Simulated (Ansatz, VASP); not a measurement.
# One calculation of Hf2Cl, two programs

INCAR

```
SYSTEM = Hf2Cl
ALGO = Normal ; EDIFF = 1E-6
ENCUT = 520 ; GGA = PE
ISIF = 2 ; ISMEAR = 0
LASPH = .TRUE. ; LCHARG = .FALSE.
LREAL = .FALSE. ; LWAVE = .FALSE.
NBANDS = 20 ; NELM = 100
PREC = Accurate ; SIGMA = 0.1
```

The input KPOINTS:

```
k-points
0
G
  6 6 6
  0 0 0
```

Contents of POSCAR:

```
Hf2Cl
1.0
   -1.8558430668      1.8558430668      4.5526150231
    1.8558430668     -1.8558430668      4.5526150231
    1.8558430668      1.8558430668     -4.5526150231
Hf Cl
2 1
Direct
    0.6650000000      0.6650000000      0.0000000000
    0.3350000000      0.3350000000      0.0000000000
    0.0000000000      0.0000000000      0.0000000000
```

Input for Ansatz:

```yaml
crystal:
  lattice:
    - [-1.8558430668, 1.8558430668, 4.5526150231]
    - [1.8558430668, -1.8558430668, 4.5526150231]
    - [1.8558430668, 1.8558430668, -4.5526150231]
  atoms:
    - { symbol: Hf, position: [0.665, 0.665, 0.0] }
    - { symbol: Hf, position: [0.335, 0.335, 0.0] }
    - { symbol: Cl, position: [0.0, 0.0, 0.0] }
basis:
  ecutwfc: 420
kpoints:
  mp_grid: { grid: [6, 6, 6] }
hamiltonian:
  xc: pbe
scf:
  occupations: { method: gaussian, width: 0.1 }
  lower_state_search: "off"
output:
  forces: true
  stress: true
  eigenvalues: true
```

Alike in both runs: task single point; functional PBE; k mesh 6 × 6 × 6; occupations gaussian, width 0.1 eV; no spin polarisation.

```csv
,VASP,Ansatz
version,VASP 6.6.1,Ansatz 0.2.0
potentials or method,"VASP PAW PBE potentials, release 64 (Hf_pv, Cl), cutoff 520 eV","scalar-relativistic, plane waves, PAW"
valence electrons in the cell,27,59
```

Ansatz gave:

* gap on the k mesh at the Fermi level (eV): none
* pressure (GPa): 1.5
* traceless stress, the component that is largest in VASP (GPa): 10.69
* rms of the force components (eV/Å): 0.229

What did VASP give for the same quantities?

gap on the k mesh at the Fermi level (eV): none; pressure (GPa): 1.1; traceless stress, the component that is largest in VASP (GPa): 10.65; rms of the force components (eV/Å): 0.222.

Atom by atom the forces differ by 0.007 eV/Å (rms over components). A gap of «none» marks a metal or a gap that the smearing closes. VASP's potentials hold 27 valence electrons a cell and Ansatz's 59, so a difference there can come from the potentials and not from the codes.

The k mesh is coarse, so the values compare programs but aren't converged. Neither program's run includes spin-orbit coupling.
